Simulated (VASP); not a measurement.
Here is a VASP 6.6.1 calculation.

Contents of INCAR:

```
SYSTEM = Si2W
PREC = Accurate
ENCUT = 520
EDIFF = 1E-6
ISMEAR = 0
SIGMA = 0.025
LREAL = .FALSE.
LASPH = .TRUE.
NELM = 60
ALGO = Normal
ISIF = 2
LWAVE = .FALSE.
LCHARG = .FALSE.
GGA = PE
NBANDS = 18
```

KPOINTS

```
Automatic mesh
0
G
  12 12 12
  0 0 0
```

The input POSCAR:

```
Si2W
1.0
   -1.6069000000      1.6069000000      3.9149500000
    1.6069000000     -1.6069000000      3.9149500000
    1.6069000000      1.6069000000     -3.9149500000
W Si
1 2
Direct
    0.0000000000      0.0000000000      0.0000000000
    0.6653000000      0.6653000000      0.0000000000
    0.3347000000      0.3347000000      0.0000000000
```

Potentials or basis: VASP PAW PBE potentials, release 64 (W_sv, Si).

The run is started by

```sh
$ cat potpaw_PBE.64/W_sv/POTCAR potpaw_PBE.64/Si/POTCAR > POTCAR
$ mpirun -np 1 vasp_std > vasp.out
```

Q: Predict the band gap on the k mesh.

A: Zero (bands 11 and 12 overlap by 1.30 eV).

Q: What does it give for the largest force?

A: 0.084 eV/Å.

Q: What does it give for the pressure?

A: 3.3 GPa.

Stress tensor (GPa, compression positive):
```
3.16 0.00 0.00
0.00 3.16 0.00
0.00 0.00 3.71
```

Caveat: the cell stands under pressure; spin-orbit coupling is left out, which moves the levels of the heavy elements.
